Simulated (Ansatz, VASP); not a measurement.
# One calculation of AgCl, two programs

File POSCAR:

```
AgCl
1.0
    0.0000000000      2.7731838142      2.7731838142
    2.7135603622      0.0000000000      2.7731838142
    2.7135603622      2.7731838142      0.0000000000
Ag Cl
1 1
Direct
    0.0000000000      0.0000000000      0.0000000000
    0.5000000000      0.5000000000      0.5000000000
```

File INCAR.step1:

```
SYSTEM = AgCl
ALGO     = Normal         ! electronic algorithm
EDIFF    = 1E-5           ! SCF threshold, eV
ENCUT    = 520            ! plane-wave cutoff, eV
GGA      = PE             ! functional
ISIF     = 2              ! what is computed and relaxed
ISMEAR   = 0              ! smearing method
LASPH    = .True.         ! aspherical terms in the spheres
LCHARG   = .False.        ! write CHGCAR
LREAL    = .False.        ! projectors in reciprocal space
LWAVE    = .True.         ! write WAVECAR
NBANDS   = 16             ! bands
NELM     = 100            ! most SCF steps
PREC     = Accurate       ! precision mode
SIGMA    = 0.01           ! smearing width, eV
```

Contents of INCAR.step2:

```
SYSTEM = AgCl
ALGO     = Normal         ! electronic algorithm
EDIFF    = 1E-7           ! SCF threshold, eV
ENCUT    = 520            ! plane-wave cutoff, eV
GGA      = PE             ! functional
HFSCREEN = 0.2079         ! screening, 1/A
ISIF     = 2              ! what is computed and relaxed
ISMEAR   = 0              ! smearing method
ISTART   = 1            
LASPH    = .True.         ! aspherical terms in the spheres
LCHARG   = .False.        ! write CHGCAR
LHFCALC  = .True.         ! exact exchange
LREAL    = .False.        ! projectors in reciprocal space
LWAVE    = .False.        ! write WAVECAR
NBANDS   = 16             ! bands
NELM     = 100            ! most SCF steps
PREC     = Accurate       ! precision mode
PRECFOCK = Normal       
SIGMA    = 0.01           ! smearing width, eV
```

Contents of KPOINTS:

```
k-points
0
Gamma
  6 6 6
  0 0 0
```

Input for Ansatz:

```yaml
crystal:
  lattice:
    - [0.0, 2.7731838142, 2.7731838142]
    - [2.7135603622, 0.0, 2.7731838142]
    - [2.7135603622, 2.7731838142, 0.0]
  atoms:
    - { symbol: Ag, position: [0.0, 0.0, 0.0] }
    - { symbol: Cl, position: [0.5, 0.5, 0.5] }
kpoints:
  mp_grid: { grid: [6, 6, 6] }
  band_path:
    path:
      - [0.0, 0.0, 0.0]
      - [0.5, 0.0, 0.5]
      - [0.625, 0.25, 0.625]
      - [0.375, 0.375, 0.75]
      - [0.5, 0.5, 0.5]
      - [0.5, 0.25, 0.75]
      - [0.0375, 0.0375, 0.075]
      - [0.0, 0.0, 0.5]
    npoints: 1
hamiltonian:
  xc: hse06
scf:
  occupations: { method: fixed }
  n_extra_bands: 4
output:
  forces: true
  stress: true
  eigenvalues: true
```

Change from the starting cell: uniaxial_x strain -2.1%.

Alike in both runs: task single point; functional HSE06; k mesh 6 × 6 × 6; no spin polarisation.

|  | VASP | Ansatz |
| --- | --- | --- |
| version | VASP 6.6.1 | Ansatz 0.2.0 |
| potentials or method | VASP PAW PBE potentials, release 64 (Ag, Cl) | plane waves, PAW |
| plane-wave cutoff (eV) | 520 | 420 |
| occupations | gaussian, width 0.01 eV | fixed |
| valence electrons in the cell | 18 | 26 |

|  | VASP | Ansatz | Ansatz less VASP |
| --- | --- | --- | --- |
| gap on the k mesh at the Fermi level (eV) | 2.31 | 2.33 | +0.020 |
| pressure (GPa) | 2.4 | 2.6 | +0.18 |
| traceless stress, the component that is largest in VASP (GPa) | 0.49 | 0.51 | +0.016 |

VASP's potentials hold 18 valence electrons a cell and Ansatz's 26, so a difference there can come from the potentials and not from the codes. Ansatz's warnings: stress exchange threshold loose, stress scf threshold loose.
